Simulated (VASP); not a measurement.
## Al48N49 (a cell with a defect): single point with PBEsol

Al48N49 (a cell with a defect):

```
Al N
1.0
     9.34145    0.00000    0.00000
     0.00000   10.78657    0.00000
     0.00000    0.00000    9.96706
Al N
48 49
Cartesian
  1.5550 0.8947 2.4676
  1.5475 0.8930 7.4716
  0.0148 3.5969 2.4841
  0.0139 3.5948 7.4598
  4.6773 0.8921 2.4780
  4.6781 0.8904 7.4642
  3.1208 3.5780 2.4688
  3.0863 3.5625 7.5051
  1.5679 6.2948 2.4613
  1.5504 6.2895 7.4698
  0.0061 8.9878 2.4634
  9.3397 8.9799 7.4585
  7.8034 0.8999 2.4641
  7.7985 0.8870 7.4643
  6.2467 3.5818 2.4713
  6.2813 3.5569 7.5081
  4.7365 6.3314 2.2192
  4.6541 6.2723 7.4586
  3.1103 8.9997 2.4848
  3.1072 9.0205 7.4767
  7.8098 6.2919 2.4498
  7.7909 6.2763 7.4476
  6.2492 9.0122 2.4461
  6.2207 8.9951 7.4467
  0.0054 1.8132 4.9700
  0.0075 1.8012 9.9517
  3.0753 1.7032 4.9748
  3.1190 1.7782 9.9610
  1.5800 4.4995 4.9703
  1.5614 4.4916 9.9652
  0.0024 7.1852 4.9561
  0.0076 7.1903 9.9430
  6.2707 1.7225 4.9667
  6.2391 1.7782 9.9630
  4.6798 4.0454 5.1102
  4.6837 4.4688 9.9416
  3.0029 7.2779 5.0297
  3.1070 7.2060 9.9158
  1.5138 9.9019 4.9740
  1.5542 9.8890 9.9528
  7.7950 4.4770 4.9723
  7.8043 4.4915 9.9581
  6.3844 7.2995 4.9690
  6.2666 7.2079 9.8947
  4.6535 9.8783 4.9638
  4.6765 9.8882 9.9531
  7.8120 9.9046 4.9648
  7.7966 9.8878 9.9383
  0.0090 1.8078 1.8840
  0.0032 1.7999 6.8720
  3.1231 1.7845 1.8893
  3.1131 1.7807 6.8755
  1.5737 4.4949 1.8987
  1.5757 4.4962 6.8727
  0.0172 7.1908 1.8747
  9.3383 7.1825 6.8562
  6.2345 1.7876 1.8932
  6.2388 1.7810 6.8688
  4.6878 4.4985 1.9013
  4.6905 4.4213 6.9592
  3.1249 7.2010 1.8649
  3.1027 7.2246 6.9195
  1.5578 9.8861 1.8820
  1.5422 9.8913 6.8743
  7.7960 4.4942 1.8930
  7.7916 4.4836 6.8696
  6.2958 7.2277 1.8181
  6.2132 7.1740 6.8363
  4.6761 9.8815 1.8907
  4.6688 9.8856 6.8626
  7.8017 9.8963 1.8704
  7.7856 9.8781 6.8620
  1.5212 0.8848 4.3683
  1.5591 0.8976 9.3670
  0.0132 3.6068 4.3854
  0.0126 3.5975 9.3615
  4.6760 0.8894 4.3857
  4.6797 0.8959 9.3639
  3.0701 3.4826 4.3700
  3.1154 3.5823 9.3913
  1.5400 6.3001 4.3574
  1.5609 6.2848 9.3653
  9.3287 8.9724 4.3695
  0.0050 8.9815 9.3552
  7.8188 0.8877 4.3661
  7.7960 0.8971 9.3608
  6.2744 3.5219 4.3767
  6.2509 3.5798 9.3916
  4.6866 6.7340 4.1610
  4.6843 6.2857 9.3772
  3.0595 9.0457 4.3889
  3.1168 9.0042 9.3686
  7.7892 6.2742 4.3593
  7.8009 6.2818 9.3396
  6.2477 9.0353 4.3564
  6.2331 8.9985 9.3385
  4.1837 5.7566 4.8454
```

```json
{
  "Program": "VASP 6.6.1",
  "Task": "single point",
  "Functional": "PBEsol",
  "Potentials or basis": "VASP PAW PBE potentials, release 64 (Al, N)",
  "Cutoff": "520 eV",
  "k mesh": "1 × 1 × 1, shifted",
  "Occupations": "fermi-dirac, width 0.05 eV",
  "Spin": "no spin polarisation",
  "Dipole correction": "no",
  "Charge": "1",
  "Further INCAR settings": "LREAL = Auto; ALGO = Normal; EDIFF = 1e-06; NBANDS = 248; ISYM = 0; NELECT = 388.0"
}
```

```json
{"Largest force": "0.316 eV/Å"}
```

Forces in eV/Å, atoms in the order of the input:
```
Al   0.003  0.011 -0.008
Al   0.012  0.012  0.001
Al   0.000  0.004 -0.001
Al   0.000  0.006  0.000
Al   0.002  0.007  0.001
Al  -0.002  0.015  0.005
Al   0.004  0.006  0.006
Al   0.029  0.004 -0.003
Al   0.024  0.001 -0.018
Al  -0.004 -0.013  0.007
Al  -0.003  0.000 -0.003
Al  -0.006  0.004  0.001
Al   0.001  0.001 -0.009
Al  -0.008  0.006 -0.003
Al   0.003 -0.001 -0.006
Al  -0.037  0.008  0.001
Al  -0.084  0.026  0.024
Al   0.033 -0.041 -0.033
Al  -0.001 -0.018 -0.045
Al   0.001  0.017  0.010
Al   0.007 -0.007 -0.012
Al  -0.012 -0.001 -0.004
Al   0.004  0.003  0.018
Al   0.011 -0.008 -0.011
Al  -0.009  0.004  0.005
Al  -0.006 -0.002  0.001
Al  -0.004  0.023  0.001
Al  -0.003  0.001 -0.001
Al   0.011 -0.017 -0.014
Al   0.008 -0.007  0.005
Al  -0.008 -0.005 -0.002
Al  -0.003 -0.005  0.004
Al  -0.002 -0.005  0.012
Al   0.000  0.004 -0.002
Al  -0.045  0.006  0.065
Al   0.001 -0.004 -0.015
Al  -0.179  0.059  0.038
Al   0.000 -0.010  0.028
Al  -0.054  0.011  0.020
Al   0.001 -0.002  0.000
Al   0.001 -0.008  0.002
Al  -0.011 -0.013 -0.005
Al  -0.071  0.019  0.021
Al  -0.007 -0.010 -0.006
Al   0.049  0.014  0.009
Al  -0.002 -0.001  0.001
Al  -0.019 -0.008 -0.010
Al  -0.006  0.003 -0.005
N    0.001 -0.002  0.001
N   -0.001 -0.003 -0.003
N   -0.003 -0.006 -0.001
N   -0.006 -0.015 -0.001
N   -0.008  0.000 -0.003
N   -0.007  0.007  0.004
N   -0.005  0.006 -0.001
N    0.009  0.005  0.000
N    0.001 -0.004  0.005
N    0.004 -0.011 -0.005
N    0.003 -0.001  0.009
N    0.011 -0.056  0.049
N   -0.027  0.011 -0.035
N    0.008 -0.015 -0.036
N    0.003  0.002  0.012
N    0.010 -0.012 -0.010
N    0.002  0.001  0.004
N    0.005  0.002 -0.003
N    0.009 -0.005  0.024
N    0.003  0.008  0.015
N   -0.007  0.001  0.000
N   -0.011 -0.007 -0.008
N    0.001  0.000 -0.001
N    0.001  0.000  0.004
N    0.014 -0.027 -0.008
N    0.000 -0.003  0.001
N    0.010  0.006 -0.002
N    0.004 -0.002  0.000
N   -0.002 -0.008 -0.005
N    0.003 -0.002  0.000
N   -0.003 -0.038  0.000
N   -0.009 -0.002  0.008
N    0.006  0.015  0.022
N   -0.001  0.006 -0.011
N    0.015 -0.008  0.000
N    0.003  0.000 -0.002
N    0.008  0.007 -0.003
N    0.003 -0.001  0.002
N   -0.010  0.017 -0.002
N    0.010 -0.002  0.015
N    0.251  0.130 -0.142
N    0.002  0.008  0.010
N    0.075 -0.059 -0.009
N    0.000  0.001 -0.008
N   -0.004 -0.011 -0.008
N    0.006  0.002  0.000
N    0.011  0.037 -0.006
N    0.000  0.006  0.003
N   -0.008 -0.063  0.051
```

Levels at points of the mesh, in eV from the Fermi level:
```
           k point  band 190  band 191  band 192  band 193  band 194  band 195  band 196  band 197  band 198  band 199
(0.25, 0.25, 0.25)     -1.42     -1.36     -1.30     -1.23     -0.13      0.14      3.71      3.97      4.11      4.17
```

Wall time 59 min on 1 thread of Oxide Virtual Turin-like Processor, with other jobs on the host, peak memory 1.2 GiB.

Caveat: the cell carries a net charge on a neutralising background, which shifts energy and pressure; the cell is charged against a uniform background, so pressure and absolute levels hang on convention; the PAW data sets were made with another functional, which shifts forces and pressure a little.
